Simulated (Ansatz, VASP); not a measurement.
# One calculation of Sb, two programs

The input INCAR:

```
SYSTEM = Sb
  PREC = Accurate
  ENCUT = 600
  EDIFF = 1E-6
  ISMEAR = -1
  SIGMA = 0.05
  LREAL = .False.
  LASPH = .True.
  NELM = 80
  ALGO = Normal
  ISIF = 3
  LWAVE = .False.
  LCHARG = .False.
  GGA = PE
  IBRION = 2
  NSW = 45
  EDIFFG = -0.005
```

KPOINTS

```
Automatic mesh
0
Gamma
  15 15 15
  0 0 0
```

File POSCAR:

```
Sb
1.0
    0.0000000000      2.3958649983      2.3958649983
    2.3958649983      0.0000000000      2.3958649983
    2.3958649983      2.3958649983      0.0000000000
Sb
1
Direct
    0.0000000000      0.0000000000      0.0000000000
```

Input for Ansatz:

```yaml
crystal:
  lattice:
    - [0.0, 2.3958649983, 2.3958649983]
    - [2.3958649983, 0.0, 2.3958649983]
    - [2.3958649983, 2.3958649983, 0.0]
  atoms:
    - { symbol: Sb, position: [0.0, 0.0, 0.0] }
kpoints:
  mp_grid: { grid: [15, 15, 15] }
scf:
  occupations: { method: fermi_dirac, width: 0.05 }
hamiltonian:
  xc: pbe
  pseudopotentials: { kind: all_electron, lapw: { basis_error: 0.0005 } }
output:
  forces: true
  stress: true
  eigenvalues: true
  populations: true
relax:
  f_tol: 0.005
  max_steps: 25
  cell: {}
```

Alike in both runs: task relaxation of cell and atoms; functional PBE; k mesh 15 × 15 × 15; occupations fermi-dirac, width 0.05 eV; no spin polarisation.

|  | VASP | Ansatz |
| --- | --- | --- |
| version | VASP 6.6.1 | Ansatz 0.2.0 |
| potentials or method | VASP PAW PBE potentials, release 64 (Sb), cutoff 600 eV | all-electron LAPW, scalar-relativistic |

```csv
,VASP,Ansatz,Ansatz less VASP
relaxed volume (Å³/atom),27.44,27.51,+0.067
relaxed cell length with the largest relative difference (Å),3.386,3.388,+0.0028
```

Ansatz ran all-electron here, and VASP with PAW potentials.

Neither program's run includes spin-orbit coupling.
